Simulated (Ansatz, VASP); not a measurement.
## Al2Cu: VASP beside Ansatz

File INCAR:

```
PREC = Accurate
ENCUT = 520
EDIFF = 1E-6
ISMEAR = 0
SIGMA = 0.15
LREAL = F
LASPH = T
NELM = 100
ALGO = Fast
ISIF = 2
LWAVE = F
LCHARG = F
GGA = PS
NBANDS = 36
KPAR = 4
```

Contents of KPOINTS:

```
Automatic mesh
0
Gamma
  13 13 5
```

The input POSCAR:

```
Al2Cu
1.0
   -2.0246315446      2.0246315446     -2.8630136682
   -2.0246315446     -2.0246315446      2.8630136682
   -0.8098526178      8.9083787960      4.5808218691
Al Cu
6 3
Direct
   -0.3666600000      0.0000000000      0.9166500000
    0.2333400000      0.6666666667      0.2499833333
    0.4333400000      0.3333333333      0.5833166667
    0.0333400000      0.6666666667      0.7499833333
    0.6333400000      0.3333333333      0.0833166667
   -0.1666600000      0.0000000000      0.4166500000
    0.3333400000      0.3333333333      0.8333166667
   -0.0666600000      0.0000000000      0.1666500000
    0.1333400000      0.6666666667      0.4999833333
```

Input for Ansatz:

```yaml
crystal:
  lattice:
    - [-2.0246315446, 2.0246315446, -2.8630136682]
    - [-2.0246315446, -2.0246315446, 2.8630136682]
    - [-0.8098526178, 8.908378796, 4.5808218691]
  atoms:
    - { symbol: Al, position: [-0.36666, 0.0, 0.91665] }
    - { symbol: Al, position: [0.23334, 0.6666666667, 0.2499833333] }
    - { symbol: Al, position: [0.43334, 0.3333333333, 0.5833166667] }
    - { symbol: Al, position: [0.03334, 0.6666666667, 0.7499833333] }
    - { symbol: Al, position: [0.63334, 0.3333333333, 0.0833166667] }
    - { symbol: Al, position: [-0.16666, 0.0, 0.41665] }
    - { symbol: Cu, position: [0.33334, 0.3333333333, 0.8333166667] }
    - { symbol: Cu, position: [-0.06666, 0.0, 0.16665] }
    - { symbol: Cu, position: [0.13334, 0.6666666667, 0.4999833333] }
basis:
  ecutwfc: 420
kpoints:
  mp_grid: { grid: [13, 13, 5] }
hamiltonian:
  xc: pbesol
scf:
  occupations: { method: gaussian, width: 0.15 }
output:
  forces: true
  stress: true
  eigenvalues: true
```

Alike in both runs: task single point; functional PBEsol; k mesh 13 × 13 × 5; occupations gaussian, width 0.15 eV; no spin polarisation.

```csv
,VASP,Ansatz
version,VASP 6.6.1,Ansatz 0.2.0
potentials or method,"VASP PAW PBE potentials, release 64 (Al, Cu), cutoff 520 eV","scalar-relativistic, plane waves, PAW"
valence electrons in the cell,51,75
```

VASP gave:

- gap on the k mesh at the Fermi level (eV): none
- pressure (GPa): 4.6
- traceless stress, the component that is largest in VASP (GPa): 6.67
- rms of the force components (eV/Å): 1.740

**Question.** What did Ansatz give for the same quantities?

**Answer.** gap on the k mesh at the Fermi level (eV): none; pressure (GPa): 4.3; traceless stress, the component that is largest in VASP (GPa): 6.67; rms of the force components (eV/Å): 1.734.

VASP's potentials were made for PBE, not for PBEsol. Atom by atom the forces differ by 0.006 eV/Å (rms over components). A gap of «none» marks a metal or a gap that the smearing closes. VASP's potentials hold 51 valence electrons a cell and Ansatz's 75, so a difference there can come from the potentials and not from the codes.
